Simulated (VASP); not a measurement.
# C (Fmmm) in VASP: a series of runs, part 2 of 2

VASP 6.6.1.

### 3 Single point, PBE+D3(BJ) (strain +0.0450 x Voigt [0, 1, 0, 0, 0, 0])

File INCAR:

```
SYSTEM = C
PREC = Accurate
ENCUT = 520
EDIFF = 1E-6
ISMEAR = 0
SIGMA = 0.15
LREAL = .FALSE.
LASPH = .TRUE.
NELM = 80
ALGO = Normal
ISIF = 2
LWAVE = .FALSE.
LCHARG = .FALSE.
GGA = PE
IVDW = 12
NBANDS = 16
```

File KPOINTS:

```
Automatic mesh
0
G
  22 22 8
  0 0 0
```

File POSCAR:

```
C
1.0
    1.2327689981     -2.2301826918      0.0000000000
    1.2327689981      2.2301826918      0.0000000000
    0.0000000000      0.0000000000      6.7989836842
C
4
Direct
    0.0833101797      0.9166898203      0.7500000000
    0.5833101797      0.4166898203      0.2500000000
    0.9166898203      0.0833101797      0.2500000000
    0.4166898203      0.5833101797      0.7500000000
```

Potentials or basis: VASP PAW PBE potentials, release 64 (C).

Run with:

```sh
cat potpaw_PBE.64/C/POTCAR > POTCAR
mpirun -np 1 vasp_std > vasp.out
```

OUTCAR:

```text
SYSTEM = C
   PREC = Accurate
   ENCUT = 520
   EDIFF = 1E-6
   ISMEAR = 0
   LREAL = .FALSE.
   LASPH = .TRUE.
   NELM = 80
   ISIF = 2
   GGA = PE
   IVDW = 12
 IVDW          = 12

 ion  position               nearest neighbor table
   1  0.083  0.917  0.750-   4 1.44   4 1.44   4 1.49
   2  0.583  0.417  0.250-   3 1.44   3 1.44   3 1.49
   3  0.917  0.083  0.250-   2 1.44   2 1.44   2 1.49
   4  0.417  0.583  0.750-   1 1.44   1 1.44   1 1.49

  LATTYP: Found a base centered orthorhombic cell.
 ALAT       =     2.4655379962
 B/A-ratio  =     1.8090840176
 C/A-ratio  =     2.7576065324

  Lattice vectors:

 A1 = (   1.2327689981,  -2.2301826918,   0.0000000000)
 A2 = (   1.2327689981,   2.2301826918,   0.0000000000)
 A3 = (   0.0000000000,   0.0000000000,   6.7989836842)

Analysis of symmetry for initial positions (statically):
=====================================================================
 Subroutine PRICEL returns following result:

  LATTYP: Found a face centered orthorhombic cell.
 ALAT       =     2.4655379962
 B/A-ratio  =     1.8090840176
 C/A-ratio  =     2.7576065324

  Lattice vectors:

 A1 = (   0.0000000000,   2.2301826918,   3.3994918421)
 A2 = (   1.2327689981,   0.0000000000,   3.3994918421)
 A3 = (   1.2327689981,   2.2301826918,   0.0000000000)

   2 primitive cells build up your supercell.

 Routine SETGRP: Setting up the symmetry group for a
 base centered orthorhombic supercell.

 Subroutine GETGRP returns: Found  8 space group operations
 (whereof  4 operations were pure point group operations)
 out of a pool of  8 trial point group operations.

The static configuration has the point symmetry C_2h.
 The point group associated with its full space group is D_2h.

Analysis of symmetry for dynamics (positions and initial velocities):
=====================================================================
 Subroutine PRICEL returns following result:

  LATTYP: Found a face centered orthorhombic cell.
 ALAT       =     2.4655379962
 B/A-ratio  =     1.8090840176
 C/A-ratio  =     2.7576065324

  Lattice vectors:

 A1 = (   0.0000000000,   2.2301826918,   3.3994918421)
 A2 = (   1.2327689981,   0.0000000000,   3.3994918421)
 A3 = (   1.2327689981,   2.2301826918,   0.0000000000)

   2 primitive cells build up your supercell.

 Routine SETGRP: Setting up the symmetry group for a
 base centered orthorhombic supercell.

 Subroutine GETGRP returns: Found  8 space group operations
 (whereof  4 operations were pure point group operations)
 out of a pool of  8 trial point group operations.

The dynamic configuration has the point symmetry C_2h.
 The point group associated with its full space group is D_2h.

 Subroutine INISYM returns: Found  8 space group operations
 (whereof  4 operations are pure point group operations),
 and found     2 'primitive' translations

----------------------------------------------------------------------------------------

                                     Primitive cell

  volume of cell :      18.6924

  direct lattice vectors                    reciprocal lattice vectors
     0.000000000  2.230182692  3.399491842    -0.405590991  0.224196879  0.147080806
[... 39 lines left out ...]
 Found    665 irreducible k-points:

 Following reciprocal coordinates:
            Coordinates               Weight
  0.000000  0.000000  0.000000      1.000000
  0.045455  0.000000  0.000000      4.000000
  0.090909  0.000000  0.000000      4.000000
  0.136364 -0.000000  0.000000      4.000000
  0.181818  0.000000  0.000000      4.000000
  0.227273  0.000000  0.000000      4.000000
[... 16 lines left out ...]
  0.500000  0.045455  0.000000      4.000000
 -0.454545  0.045455  0.000000      4.000000
 [... further k-points ...]
   k-points           NKPTS =    665   k-points in BZ     NKDIM =    665   number of bands    NBANDS=     16
   number of dos      NEDOS =    301   number of ions     NIONS =      4
   total plane-waves  NPLWV =  21600
   dimension x,y,z NGX =    20 NGY =   20 NGZ =   54
   dimension x,y,z NGXF=    40 NGYF=   40 NGZF=  108
   ions per type =               4
   NGX,Y,Z   is equivalent  to a cutoff of  13.05, 13.05, 13.20 a.u.
   NGXF,Y,Z  is equivalent  to a cutoff of  26.10, 26.10, 26.41 a.u.
 SYSTEM =  C
   PREC   = accura    normal or accurate (medium, high low for compatibility)
   ISTART =      0    job   : 0-new  1-cont  2-samecut
   ICHARG =      2    charge: 1-file 2-atom 10-const
   ISPIN  =      1    spin polarized calculation?
   LNONCOLLINEAR =      F non collinear calculations
   LSORBIT =      F    spin-orbit coupling
   LASPH  =      T    aspherical Exc in radial PAW
   ENCUT  =  520.0 eV  38.22 Ry    6.18 a.u.   4.74  4.74 12.64*2*pi/ulx,y,z
   NELM   =     80;   NELMIN=  2; NELMDL= -5     # of ELM steps
   EDIFF  = 0.1E-05   stopping-criterion for ELM
   LREAL  =      F    real-space projection
   EDIFFG = 0.1E-04   stopping-criterion for IOM
   NSW    =      0    number of steps for IOM
   IBRION =     -1    ionic relax: 0-MD 1-quasi-New 2-CG
   NFREE  =      0    steps in history (QN), initial steepest desc. (CG)
   ISIF   =      2    stress and relaxation
   ISYM   =      2    0-nonsym 1-usesym 2-fastsym
   POTIM  = 0.5000    time-step for ionic-motion
   TEBEG  =    0.0;   TEEND  =   0.0 temperature during run
   PSTRESS=    0.0 pullay stress
   NELECT =      16.0000    total number of electrons
   NUPDOWN=      -1.0000    fix difference up-down
   EMIN   =  10.00;   EMAX   =-10.00  energy-range for DOS
   EFERMI =   0.00;   METHOD = LEGACY
   ISMEAR =     0;   SIGMA  =   0.15  broadening in eV -4-tet -1-fermi 0-gaus
   EFERMI_NEDOS =   21; number of points for ismear=-14 and -15
   IALGO  =     38    algorithm
   IMIX   =      4    mixing-type and parameters
     AMIX     =   0.40;   BMIX     =  1.00
     AMIX_MAG =   1.60;   BMIX_MAG =  1.00
  volume/ion in A,a.u.               =       9.35        63.07
  Fermi-wavevector in a.u.,A,eV,Ry     =   1.233719  2.331390 20.708905  1.522062
  Thomas-Fermi vector in A             =   2.368438
   LORBIT       =      0    0 simple, 1 ext, 2 COOP (PROOUT), +10 PAW based schemes
   GGA     = PE    functional components
   LHFCALC =     F    Hartree Fock is set to
   AEXX    =    0.0000 exact exchange contribution
   IVDW    =    12    specifies the selected vdW correction
   LEPSILON=     F    determine dielectric tensor
   LRPA    =     F    only Hartree local field effects (RPA)
 non-spin polarized calculation
 Gauss-broadening in eV      SIGMA  =   0.15
  energy-cutoff  :      520.00
  volume of cell :       37.38
 maximum number of plane-waves:      1030
   NGX =  9   NGY =  9   NGZ = 25

 number of electron      16.0000001 magnetization

 Free energy of the ion-electron system (eV)
  ---------------------------------------------------
  ext. energy  EPLUGINS =         0.00000000
  ---------------------------------------------------
  free energy    TOTEN  =       -36.64291717 eV

  energy without entropy =      -36.64228467  energy(sigma->0) =      -36.64260092

 E-fermi :   4.1823     XC(G=0): -10.0980

 val. band max:        4.1430263874   @ k =   0.3182   0.3182   0.3750
 cond. band min:       4.2291829596   @ k =   0.3182   0.3182   0.2500
 fundamental gap:      0.0861565722
 Fermi energy:         4.1822966837

 k-point     1 :       0.0000    0.0000    0.0000
  band No.  band energies     occupation
      1     -14.9458      2.00000
      2     -14.6660      2.00000
      3      -3.8667      2.00000
      4      -1.9829      2.00000
      5       1.0375      2.00000
      6       1.0579      2.00000
[... 433 lines left out ...]
      3      -7.5343      2.00000
      4      -7.3799      2.00000
      5      -2.3121      2.00000
      6      -2.2813      2.00000
[... 8 lines left out ...]
     15      17.2700      0.00000
     16      19.1445      0.00000

 [... further k-points ...]

------------------------ aborting loop because EDIFF is reached ----------------------------------------

 Edisp (eV)   -0.60477

 E8    (eV) :    -0.1711

  FORCE on cell =-STRESS in cart. coord.  units (eV):
  Direction    XX          YY          ZZ          XY          YZ          ZX
  --------------------------------------------------------------------------------------
  -------------------------------------------------------------------------------------
  Total      -1.54240    -9.80429     0.04624     0.00000     0.00000     0.00000
  in kB     -66.10142  -420.17521     1.98148     0.00000     0.00000     0.00000
  external pressure =     -161.43 kB  Pullay stress =        0.00 kB

 VOLUME and BASIS-vectors are now :
 -----------------------------------------------------------------------------
  energy-cutoff  :      520.00
  volume of cell :       37.38
      direct lattice vectors                 reciprocal lattice vectors
     1.232768998 -2.230182692  0.000000000     0.405590991 -0.224196879  0.000000000
     1.232768998  2.230182692  0.000000000     0.405590991  0.224196879  0.000000000
     0.000000000  0.000000000  6.798983684     0.000000000  0.000000000  0.147080806

 POSITION                                       TOTAL-FORCE (eV/Angst)
 -----------------------------------------------------------------------------------
      1.23277      1.85859      5.09924         0.000000     -0.216666     -0.000000
      1.23277     -0.37159      1.69975         0.000000     -0.216666      0.000000
      1.23277     -1.85859      1.69975         0.000000      0.216666      0.000000
      1.23277      0.37159      5.09924         0.000000      0.216666      0.000000
 -----------------------------------------------------------------------------------
    total drift:                                0.000000     -0.000000      0.000000

  FREE ENERGIE OF THE ION-ELECTRON SYSTEM (eV)
  ---------------------------------------------------
  free  energy   TOTEN  =       -37.2476864582 eV

  energy  without entropy=      -37.2470539535  energy(sigma->0) =      -37.24737021
```

OSZICAR:

```text
N       E                     dE             d eps       ncg     rms          rms(c)
DAV:   1     0.333735420006E+02    0.33374E+02   -0.78492E+03 21312   0.917E+02
DAV:   2    -0.357817689318E+02   -0.69155E+02   -0.62910E+02 30288   0.186E+02
DAV:   3    -0.385554834959E+02   -0.27737E+01   -0.27576E+01 27416   0.346E+01
DAV:   4    -0.385806712484E+02   -0.25188E-01   -0.25167E-01 27280   0.390E+00
DAV:   5    -0.385810968082E+02   -0.42556E-03   -0.42553E-03 26824   0.486E-01    0.823E+00
DAV:   6    -0.371054768681E+02    0.14756E+01   -0.10043E+00 25688   0.625E+00    0.480E+00
DAV:   7    -0.366361483567E+02    0.46933E+00   -0.12414E+00 26952   0.705E+00    0.128E+00
DAV:   8    -0.366435515191E+02   -0.74032E-02   -0.59317E-02 26328   0.144E+00    0.243E-01
DAV:   9    -0.366427253182E+02    0.82620E-03   -0.15083E-03 27040   0.271E-01    0.800E-02
DAV:  10    -0.366429268300E+02   -0.20151E-03   -0.48409E-04 23184   0.142E-01    0.631E-02
DAV:  11    -0.366429171128E+02    0.97172E-05   -0.19379E-05 28184   0.296E-02    0.122E-02
DAV:  12    -0.366429171741E+02   -0.61299E-07   -0.12797E-06 22600   0.896E-03
   1 F= -.37247686E+02 E0= -.37247370E+02  d E =-.632505E-03
```

Run time: 7.8 min. Hardware: 1 thread of Intel Xeon 8259CL, shared host; peak memory 0.39 GiB.

What came out:

```
Free energy                : -37.2477 eV
Pressure                   : -16.1 GPa
Largest force              : 0.217 eV/Å
Dispersion energy per atom : -0.151 eV
```

Forces in eV/Å, atoms in the order of the input:
```
C    0.000 -0.217  0.000
C    0.000 -0.217  0.000
C    0.000  0.217  0.000
C    0.000  0.217  0.000
```

Caveat: the cell differs from its parent crystal (strain +0.0450 x Voigt [0, 1, 0, 0, 0, 0]).

### 4 Single point, PBE+D3(BJ) (strain +0.0525 x Voigt [0, 1, 0, 0, 0, 0])

File INCAR:

```
ALGO     = Normal         # electronic algorithm
EDIFF    = 1E-7           # SCF threshold, eV
ENCUT    = 520            # plane-wave cutoff, eV
GGA      = PE             # functional
ISIF     = 2              # what is computed and relaxed
ISMEAR   = 0              # smearing method
IVDW     = 12             # dispersion correction
LASPH    = True           # aspherical terms in the spheres
LCHARG   = False          # write CHGCAR
LREAL    = False          # projectors in reciprocal space
LWAVE    = False          # write WAVECAR
NBANDS   = 16             # bands
NELM     = 100            # most SCF steps
PREC     = Accurate       # precision mode
SIGMA    = 0.15           # smearing width, eV
```

File KPOINTS:

```
k-points
0
Gamma
  22 22 8
```

POSCAR, as its differences from that of step 3:

```diff
@@ -2,4 +2,4 @@
 1.0
-    1.2327689981     -2.2301826918      0.0000000000
-    1.2327689981      2.2301826918      0.0000000000
+    1.2327689981     -2.2461887877      0.0000000000
+    1.2327689981      2.2461887877      0.0000000000
     0.0000000000      0.0000000000      6.7989836842
```

Potentials or basis: VASP PAW PBE potentials, release 64 (C).

Run with:

```sh
cat potpaw_PBE.64/C/POTCAR > POTCAR
mpirun -np 1 vasp_std > vasp.out
```

OUTCAR:

```text
EDIFF = 1E-7
   ENCUT = 520
   GGA = PE
   ISIF = 2
   ISMEAR = 0
   IVDW = 12
   LASPH = True
   LREAL = False
   NELM = 100
   PREC = Accurate
 IVDW          = 12

 ion  position               nearest neighbor table
   1  0.083  0.917  0.750-   4 1.44   4 1.44   4 1.50
   2  0.583  0.417  0.250-   3 1.44   3 1.44   3 1.50
   3  0.917  0.083  0.250-   2 1.44   2 1.44   2 1.50
   4  0.417  0.583  0.750-   1 1.44   1 1.44   1 1.50

  LATTYP: Found a base centered orthorhombic cell.
[... 678 lines left out ...]

 E8    (eV) :    -0.1704

  FORCE on cell =-STRESS in cart. coord.  units (eV):
  Direction    XX          YY          ZZ          XY          YZ          ZX
  --------------------------------------------------------------------------------------
  -------------------------------------------------------------------------------------
  Total      -1.77560   -11.26475     0.06410     0.00000     0.00000     0.00000
  in kB     -75.55319  -479.32502     2.72760     0.00000     0.00000     0.00000
  external pressure =     -184.05 kB  Pullay stress =        0.00 kB

 VOLUME and BASIS-vectors are now :
 -----------------------------------------------------------------------------
  energy-cutoff  :      520.00
  volume of cell :       37.65
      direct lattice vectors                 reciprocal lattice vectors
     1.232768998 -2.246188788  0.000000000     0.405590991 -0.222599277  0.000000000
     1.232768998  2.246188788  0.000000000     0.405590991  0.222599277  0.000000000
     0.000000000  0.000000000  6.798983684     0.000000000  0.000000000  0.147080806

 POSITION                                       TOTAL-FORCE (eV/Angst)
 -----------------------------------------------------------------------------------
      1.23277      1.87193      5.09924         0.000000     -0.202026      0.000000
      1.23277     -0.37426      1.69975         0.000000     -0.202026     -0.000000
      1.23277     -1.87193      1.69975         0.000000      0.202026      0.000000
      1.23277      0.37426      5.09924         0.000000      0.202026     -0.000000
 -----------------------------------------------------------------------------------
    total drift:                               -0.000000      0.000000      0.000000

  FREE ENERGIE OF THE ION-ELECTRON SYSTEM (eV)
  ---------------------------------------------------
  free  energy   TOTEN  =       -37.1725515925 eV

  energy  without entropy=      -37.1719631065  energy(sigma->0) =      -37.17225735
```

Wall time 8.4 min (1 thread of Intel Xeon 8259CL, shared host); peak memory 0.4 GiB.

Results:

| Quantity | Value |
| --- | --- |
| Free energy | -37.1726 eV |
| Pressure | -18.4 GPa |
| Largest force | 0.202 eV/Å |
| Dispersion energy per atom | -0.151 eV |

Forces in eV/Å, atoms in the order of the input:
```
C    0.000 -0.202  0.000
C    0.000 -0.202  0.000
C    0.000  0.202  0.000
C    0.000  0.202  0.000
```

Stress tensor (GPa, compression positive):
```
 -7.56   0.00   0.00
  0.00 -47.93   0.00
  0.00   0.00   0.27
```

Levels at points of the mesh, in eV from the Fermi level:
```tsv
k point	band 6	band 7	band 8	band 9	band 10	band 11
(0.00, 0.00, 0.00)	-3.15	-2.93	-2.90	4.46	6.97	7.09
(0.50, 0.00, 0.00)	-6.42	-2.10	-2.10	1.79	1.79	6.09
(0.50, 0.50, 0.00)	-5.64	-3.29	-1.90	0.94	2.54	7.65
(0.00, 0.00, 0.50)	-3.17	-2.91	-2.91	7.00	7.00	7.03
(0.50, 0.00, 0.50)	-6.42	-2.01	-2.01	1.58	1.58	6.09
(0.50, 0.50, 0.50)	-5.67	-2.64	-2.64	1.66	1.66	7.82
```

Caveat: the cell differs from its parent crystal (strain +0.0525 x Voigt [0, 1, 0, 0, 0, 0]).

### 5 Single point, PBE+D3(BJ) (strain +0.0600 x Voigt [0, 1, 0, 0, 0, 0])

File INCAR:

```
SYSTEM = C
PREC     = Accurate       ! precision mode
ENCUT    = 520            ! plane-wave cutoff, eV
EDIFF    = 1E-6           ! SCF threshold, eV
ISMEAR   = 0              ! smearing method
SIGMA    = 0.15           ! smearing width, eV
LREAL    = .FALSE.        ! projectors in reciprocal space
LASPH    = .TRUE.         ! aspherical terms in the spheres
NELM     = 60             ! most SCF steps
ALGO     = Normal         ! electronic algorithm
ISIF     = 2              ! what is computed and relaxed
LWAVE    = .FALSE.        ! write WAVECAR
LCHARG   = .TRUE.         ! write CHGCAR
GGA      = PE             ! functional
IVDW     = 12             ! dispersion correction
LELF     = .TRUE.         ! ELF
LVHAR    = .TRUE.       
NBANDS   = 16             ! bands
```

File KPOINTS:

```
Automatic mesh
0
G
  22 22 8
  0 0 0
```

POSCAR, as its differences from that of step 4:

```diff
@@ -2,4 +2,4 @@
 1.0
-    1.2327689981     -2.2461887877      0.0000000000
-    1.2327689981      2.2461887877      0.0000000000
+    1.2327689981     -2.2621948836      0.0000000000
+    1.2327689981      2.2621948836      0.0000000000
     0.0000000000      0.0000000000      6.7989836842
```

Run with:

```sh
cat potpaw_PBE.64/C/POTCAR > POTCAR
mpirun -np 1 vasp_std > vasp.out
```

Run time: 8.7 min. Hardware: 1 thread of Intel Xeon 8259CL, shared host; peak memory 0.4 GiB.

It converged, with:

| Item | Value |
| --- | --- |
| Free energy | -37.0877 eV |
| Pressure | -20.6 GPa |
| Largest force | 0.176 eV/Å |
| Band gap on the k mesh | 0.10 eV |
| Dispersion energy per atom | -0.150 eV |

Forces on the atoms (eV/Å):
```
C    0.000 -0.176  0.000
C    0.000 -0.176  0.000
C    0.000  0.176  0.000
C    0.000  0.176  0.000
```

Stress tensor (GPa, compression positive):
```
 -8.44   0.00   0.00
  0.00 -53.57   0.00
  0.00   0.00   0.31
```

Levels at points of the mesh, in eV from the valence-band top:
| k point | band 6 | band 7 | band 8 | band 9 | band 10 | band 11 |
| --- | --- | --- | --- | --- | --- | --- |
| (0.00, 0.00, 0.00) | -3.11 | -2.85 | -2.81 | 4.56 | 6.82 | 6.94 |
| (0.50, 0.00, 0.00) | -6.35 | -2.00 | -2.00 | 1.84 | 1.84 | 5.98 |
| (0.50, 0.50, 0.00) | -5.48 | -3.26 | -1.87 | 0.99 | 2.61 | 7.77 |
| (0.00, 0.00, 0.50) | -3.13 | -2.83 | -2.83 | 6.88 | 6.88 | 7.10 |
| (0.50, 0.00, 0.50) | -6.35 | -1.90 | -1.90 | 1.63 | 1.63 | 5.97 |
| (0.50, 0.50, 0.50) | -5.51 | -2.62 | -2.62 | 1.72 | 1.72 | 7.94 |

Caveat: the cell differs from its parent crystal (strain +0.0600 x Voigt [0, 1, 0, 0, 0, 0]).

### 6 Overview

| cell | pressure (GPa) | largest force (eV/Å) |
| --- | --- | --- |
| a = 2.520, b = 2.520, c = 6.799 Å, angles 90.0, 90.0, 121.4°, 4 atoms | -11.2 | 0.21 |
| a = 2.548, b = 2.548, c = 6.799 Å, angles 90.0, 90.0, 122.1°, 4 atoms | -16.1 | 0.22 |
| a = 2.562, b = 2.562, c = 6.799 Å, angles 90.0, 90.0, 122.5°, 4 atoms | -18.4 | 0.20 |
| a = 2.576, b = 2.576, c = 6.799 Å, angles 90.0, 90.0, 122.8°, 4 atoms | -20.6 | 0.18 |

Alike in all rows: task single point; level PBE+D3(BJ); potentials or basis VASP PAW PBE potentials, release 64 (C); no spin polarisation; k mesh 22 × 22 × 8; cutoff (eV) 520; smearing gaussian 0.15 eV.

Absolute energies hang on the potentials; compare differences alone.
